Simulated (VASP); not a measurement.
# MnO2 (P4_2/mnm) in VASP: notebook, part 2 of 2

VASP 6.6.1. Earlier steps stand in the parts before.

## (6) Relaxation of shape and atoms at fixed volume, PBE+U, collinear spin, antiferromagnetic start (9.22 Å³/atom)

The input, INCAR:

```
PREC = Accurate ; ENCUT = 600
EDIFF = 1E-6 ; ISMEAR = 0
SIGMA = 0.05 ; LREAL = False
LASPH = True ; NELM = 150
ALGO = Normal ; ISIF = 4
LWAVE = False ; LCHARG = False
ISPIN = 2 ; MAGMOM = 2.81 -2.81 -0.01 0.01 -0.01 0.01
LORBIT = 11 ; LMAXMIX = 4
LDAU = True ; LDAUTYPE = 2
LDAUL = 2 -1 ; LDAUU = 3.9 0
LDAUJ = 0 0 ; LDAUPRINT = 1
GGA = PE ; IBRION = 2
NSW = 60 ; EDIFFG = -0.01
```

The input, KPOINTS:

```
regular mesh
0
Gamma
  6 6 8
```

The input, POSCAR:

```
MnO2
1.0
    4.3719442235      0.0000084640      0.0000000000
    0.0000084640      4.3719442235      0.0000000000
    0.0000000000      0.0000000000      2.8944896082
Mn O
2 4
Direct
    0.0000000000      0.0000000000      0.0000000000
    0.5000000000      0.5000000000      0.5000000000
    0.3055924344      0.3055924344      0.0000000000
    0.1944074456      0.8055925544      0.5000000000
    0.6944075656      0.6944075656      0.0000000000
    0.8055925544      0.1944074456      0.5000000000
```

Potentials or basis: VASP PAW PBE potentials, release 64 (Mn_pv, O).

The run is started by

```bash
$ cat potpaw_PBE.64/Mn_pv/POTCAR potpaw_PBE.64/O/POTCAR > POTCAR
$ mpirun -np 1 vasp_std > vasp.out
```

OUTCAR:

```text
PREC = Accurate
   ENCUT = 600
   EDIFF = 1E-6
   ISMEAR = 0
   LREAL = False
   LASPH = True
   NELM = 150
   ISIF = 4
   ISPIN = 2
   LORBIT = 11
   GGA = PE
   IBRION = 2
   NSW = 60
   EDIFFG = -0.01

 ion  position               nearest neighbor table
   1  0.000  0.000  0.000-   4 1.88   6 1.88   4 1.88   6 1.88   5 1.89   3 1.89
   2  0.500  0.500  0.500-   3 1.88   5 1.88   3 1.88   5 1.88   4 1.89   6 1.89
   3  0.306  0.306  0.000-   2 1.88   2 1.88   1 1.89
   4  0.194  0.806  0.500-   1 1.88   1 1.88   2 1.89
   5  0.694  0.694  0.000-   2 1.88   2 1.88   1 1.89
   6  0.806  0.194  0.500-   1 1.88   1 1.88   2 1.89

  LATTYP: Found a simple tetragonal cell.
 ALAT       =     4.3719442235
 C/A-ratio  =     0.6620600493

  Lattice vectors:

 A1 = (   4.3719442235,   0.0000084640,   0.0000000000)
 A2 = (   0.0000084640,   4.3719442235,   0.0000000000)
 A3 = (   0.0000000000,   0.0000000000,   2.8944896082)

Analysis of symmetry for initial positions (statically):
=====================================================================
 Subroutine PRICEL returns:
 Original cell was already a primitive cell.

 Routine SETGRP: Setting up the symmetry group for a
 simple tetragonal supercell.

[... 340 lines left out ...]
  o =  0.9659  v =  0.0000  0.0000  0.0000  0.0000  0.0000  0.0000  0.7071  0.0000 -0.7071 -0.0000      0.0000  0.0000  0.0000  0.0000  0.0000  0.0000  0.0000  0.0000  0.0000  0.0000
  o =  0.9664  v =  0.0000  0.0000  0.0000  0.0000  0.0000  0.0000  0.0000 -0.0000  0.0000  1.0000      0.0000  0.0000  0.0000  0.0000  0.0000  0.0000  0.0000  0.0000  0.0000  0.0000

--------------------------------------- Ionic step        3  -------------------------------------------

 number of electron      49.9999954 magnetization      -0.0000003

 Free energy of the ion-electron system (eV)
  ---------------------------------------------------
  ext. energy  EPLUGINS =         0.00000000
  ---------------------------------------------------
  free energy    TOTEN  =       -42.31906771 eV

  energy without entropy =      -42.31906771  energy(sigma->0) =      -42.31906771

 E-fermi :   5.3635     XC(G=0): -12.0458

 val. band max:        5.1604096449   @ k =   0.0000   0.0000   0.0000
 cond. band min:       5.5638590658   @ k =   0.0000   0.0000   0.0000
 fundamental gap:      0.4034494208
 Fermi energy:         5.3634552492

 spin component 1

 k-point     1 :       0.0000    0.0000    0.0000
  band No.  band energies     occupation
      1     -45.7296      1.00000
      2     -45.6700      1.00000
      3     -45.6130      1.00000
      4     -42.5087      1.00000
      5     -42.4199      1.00000
      6     -42.4069      1.00000
[... 1612 lines left out ...]
  FREE ENERGIE OF THE ION-ELECTRON SYSTEM (eV)
  ---------------------------------------------------
  free  energy   TOTEN  =       -42.3190677059 eV

  energy  without entropy=      -42.3190677059  energy(sigma->0) =      -42.31906771

 reached required accuracy - stopping structural energy minimisation

 total charge

# of ion       s       p       d       tot
------------------------------------------
    1        0.361   6.480   4.836  11.678
    2        0.361   6.480   4.836  11.678
    3        1.564   3.489   0.000   5.053
    4        1.564   3.489   0.000   5.053
    5        1.564   3.489   0.000   5.053
    6        1.564   3.489   0.000   5.053
--------------------------------------------------
tot          6.980  26.916   9.673  43.569

 magnetization (x)

# of ion       s       p       d       tot
------------------------------------------
    1        0.016   0.028   2.878   2.922
    2       -0.016  -0.028  -2.878  -2.922
    3       -0.001  -0.007   0.000  -0.008
    4        0.001   0.007   0.000   0.008
    5       -0.001  -0.007   0.000  -0.008
    6        0.001   0.007   0.000   0.008
--------------------------------------------------
tot          0.000   0.000   0.000   0.000
```

It took 5.8 min on 1 thread of Oxide Virtual Turin-like, shared host; peak memory 0.26 GiB.

What came out:

| Item | Value |
| --- | --- |
| Free energy | -42.3191 eV |
| Energy gained by relaxing | 0.1 meV/atom |
| Ionic steps | 3 |
| Pressure after relaxing | 10.7 GPa |
| Largest force after relaxing | 0.005 eV/Å |
| Band gap on the k mesh | 0.40 eV |
| Net moment | 0.00 μB per cell |
| Site moments | Mn +2.92, -2.92; O -0.01, +0.01 (each value once) μB |
| Valence electrons inside the program's atomic spheres | Mn 11.68; O 5.05 |

Forces on the atoms (eV/Å):
```
Mn   0.000  0.000  0.000
Mn   0.000  0.000  0.000
O   -0.003 -0.003  0.000
O    0.003 -0.003  0.000
O    0.003  0.003  0.000
O   -0.003  0.003  0.000
```

The path:
```tsv
step	energy change (eV)	largest force (eV/Å)	pressure (GPa)	volume (Å³)
1	0.0000	0.1127	10.81	55.32
2	-0.0005	0.0671	10.52	55.32
3	-0.0009	0.0045	10.67	55.32
```

Final structure:
```
Mn O
1.0
     4.37006    0.00001    0.00000
     0.00001    4.37006    0.00000
     0.00000    0.00000    2.89698
Mn O
2 4
Direct
  0.00000 0.00000 0.00000
  0.50000 0.50000 0.50000
  0.30506 0.30506 0.00000
  0.19494 0.80506 0.50000
  0.69494 0.69494 0.00000
  0.80506 0.19494 0.50000
```

Levels at points of the mesh, in eV from the valence-band top:
Spin up:
| k point | band 23 | band 24 | band 25 | band 26 | band 27 | band 28 |
| --- | --- | --- | --- | --- | --- | --- |
| (0.00, 0.00, 0.00) | -0.64 | -0.60 | 0.00 | 0.40 | 1.44 | 2.26 |
| (0.50, 0.00, 0.00) | -1.50 | -0.93 | -0.82 | 2.34 | 2.49 | 2.66 |
| (0.50, 0.50, 0.00) | -1.60 | -1.58 | -0.16 | 0.53 | 1.41 | 2.89 |
| (0.00, 0.00, 0.50) | -1.94 | -1.24 | -0.45 | 1.55 | 1.81 | 2.61 |
| (0.50, 0.00, 0.50) | -1.36 | -1.33 | -1.22 | 0.87 | 1.50 | 2.61 |
| (0.50, 0.50, 0.50) | -0.97 | -0.67 | -0.66 | 1.84 | 2.24 | 2.42 |
Spin down:
```tsv
k point	band 23	band 24	band 25	band 26	band 27	band 28
(0.00, 0.00, 0.00)	-0.64	-0.60	0.00	0.40	1.45	2.26
(0.50, 0.00, 0.00)	-1.50	-0.93	-0.82	2.34	2.49	2.66
(0.50, 0.50, 0.00)	-1.60	-1.58	-0.16	0.53	1.41	2.89
(0.00, 0.00, 0.50)	-1.94	-1.24	-0.45	1.55	1.81	2.61
(0.50, 0.00, 0.50)	-1.36	-1.33	-1.22	0.87	1.50	2.61
(0.50, 0.50, 0.50)	-0.97	-0.67	-0.66	1.84	2.24	2.42
```

Eigenvalues of the final occupation matrices:
| site | spin | trace | eigenvalues |
| --- | --- | --- | --- |
| site 1 d | 1 | 3.87 | 0.49 0.50 0.96 0.97 0.97 |
| site 1 d | 2 | 0.99 | 0.07 0.12 0.13 0.33 0.34 |
| site 2 d | 1 | 0.99 | 0.07 0.12 0.13 0.33 0.34 |
| site 2 d | 2 | 3.87 | 0.49 0.50 0.96 0.97 0.97 |

## (7) The runs side by side

```csv
task,cell,cutoff (eV),gap on the mesh (eV),pressure (GPa),moment (μB),largest force (eV/Å)
single point,"a = 4.369, b = 4.369, c = 2.898 Å, 6 atoms",520,0.40,11.0,0.00,0.03
single point,"a = 4.402, b = 4.402, c = 2.914 Å, 6 atoms",520,0.32,5.9,0.00,0.03
single point,"a = 4.467, b = 4.467, c = 2.946 Å, 6 atoms",520,0.15,-2.6,0.00,0.03
single point,"a = 4.499, b = 4.499, c = 2.961 Å, 6 atoms",520,0.07,-6.1,0.00,0.03
relaxation of shape and atoms at fixed volume,"relaxed from a = 4.372, b = 4.372, c = 2.894 Å, 6 atoms",600,0.40,10.7,0.00,-
```

Alike in all rows: level PBE+U; potentials or basis VASP PAW PBE potentials, release 64 (Mn_pv, O); spin collinear, antiferromagnetic start; Mn d U = 3.9 eV; k mesh 6 × 6 × 8; smearing gaussian 0.05 eV.

Caveats: the cell stands under pressure (at least some runs); the cell stands under tension (at least some runs).

Total energies depend on the potentials used, so only differences within one code and one set of settings carry meaning.
